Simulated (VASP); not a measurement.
Wanted: the native input for a VASP 6.6.1 run.

| Item | Value |
| --- | --- |
| Task | relaxation of cell and atoms |
| Functional | PBE |
| Potentials or basis | VASP PAW PBE potentials, release 64 (Cd, S) |
| Cutoff | 600 eV |
| k mesh | 13 × 13 × 13 |
| Occupations | fermi-dirac, width 0.05 eV |
| Spin | no spin polarisation |
| Target pressure | 11 GPa |
| Dipole correction | no |
| Further INCAR settings | ALGO = Normal; EDIFF = 1e-06; IBRION = 2; EDIFFG = -0.005; NSW = 32; ISIF = 3 |

The structure of CdS (CsCl type) lies in POSCAR:

```
CdS
1.0
    3.2763661750      0.0000000000      0.0000000000
    0.0000000000      3.2763661750      0.0000000000
    0.0000000000      0.0000000000      3.2763661750
Cd S
1 1
Direct
    0.0000000000      0.0000000000      0.0000000000
    0.5000000000      0.5000000000      0.5000000000
```

One way to write it, as run:

INCAR

```
SYSTEM = CdS
PREC = Accurate
ENCUT = 600
EDIFF = 1E-6
ISMEAR = -1
SIGMA = 0.05
LREAL = .FALSE.
LASPH = .TRUE.
NELM = 80
ALGO = Normal
ISIF = 3
LWAVE = .FALSE.
LCHARG = .FALSE.
GGA = PE
IBRION = 2
NSW = 32
EDIFFG = -0.005
PSTRESS = 110.0
```

KPOINTS

```
regular mesh
0
G
  13 13 13
  0 0 0
```

Potentials or basis: VASP PAW PBE potentials, release 64 (Cd, S).

Launch:

```bash
$ cat potpaw_PBE.64/Cd/POTCAR potpaw_PBE.64/S/POTCAR > POTCAR
$ mpirun -np 1 vasp_std > vasp.out
```

It gave:

- Relaxed volume: 17.66 Å³/atom
- Relaxed cell: a = 3.281 Å, b = 3.281 Å, c = 3.281 Å, α = 90.00°, β = 90.00°, γ = 90.00°
- Space group after relaxing (to 0.1 Å): Pm-3m (No. 221)
- Energy change on relaxing (the run minimises the enthalpy): -5.2 meV/atom
- Ionic steps: 3
- Pressure after relaxing: 11.0 GPa
- Band gap on the k mesh: zero (bands 9 and 10 overlap by 0.63 eV)

Caveat: the cell is relaxed towards a set pressure, so the run minimises the enthalpy, not the energy; semilocal functionals underestimate gaps, so a narrow gap can read as zero.

It took 110 s on 1 thread of Intel Xeon 8259CL, with other jobs on the host, peak memory 0.2 GiB.
